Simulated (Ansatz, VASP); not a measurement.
# One calculation of Cu, two programs

INCAR

```
SYSTEM = Cu
  PREC = Accurate
  ENCUT = 520
  EDIFF = 1E-7
  ISMEAR = -1
  SIGMA = 0.05
  LREAL = .FALSE.
  LASPH = .TRUE.
  NELM = 80
  ALGO = Normal
  ISIF = 2
  LWAVE = .FALSE.
  LCHARG = .TRUE.
  GGA = PE
  LELF = .TRUE.
  LVHAR = .TRUE.
  NBANDS = 18
```

The input KPOINTS:

```
regular mesh
0
G
  12 12 7
  0 0 0
```

File POSCAR:

```
Cu
1.0
    2.4998479218      0.0000000000      0.0000000000
   -1.2499239609      2.1649318059      0.0000000000
    0.0000000000      0.0000000000      4.0569889027
Cu
2
Direct
    0.6666666667      0.3333333333      0.7500000000
    0.3333333333      0.6666666667      0.2500000000
```

input.yaml

```yaml
crystal:
  lattice:
    - [2.4998479218, 0.0, 0.0]
    - [-1.2499239609, 2.1649318059, 0.0]
    - [0.0, 0.0, 4.0569889027]
  atoms:
    - { symbol: Cu, position: [0.6666666667, 0.3333333333, 0.75] }
    - { symbol: Cu, position: [0.3333333333, 0.6666666667, 0.25] }
kpoints:
  mp_grid: { grid: [12, 12, 7] }
scf:
  occupations: { method: fermi_dirac, width: 0.05 }
hamiltonian:
  xc: pbe
  pseudopotentials: { kind: all_electron, lapw: { basis_error: 0.0005 } }
output:
  forces: true
  stress: true
  eigenvalues: true
```

Change from the starting cell: volume scaled by 0.96.

Alike in both runs: task single point; functional PBE; k mesh 12 × 12 × 7; occupations fermi-dirac, width 0.05 eV; no spin polarisation.

|  | VASP | Ansatz |
| --- | --- | --- |
| version | VASP 6.6.1 | Ansatz 0.2.0 |
| potentials or method | VASP PAW PBE potentials, release 64 (Cu), cutoff 520 eV | all-electron LAPW, scalar-relativistic |

```tsv
	VASP	Ansatz	Ansatz less VASP
gap on the k mesh at the Fermi level (eV)	none	none	-
pressure (GPa)	15.8	15.2	-0.58
traceless stress, the component that is largest in VASP (GPa)	0.42	0.49	+0.070
```

A gap of «none» marks a metal or a gap that the smearing closes. Ansatz ran all-electron here, and VASP with PAW potentials.
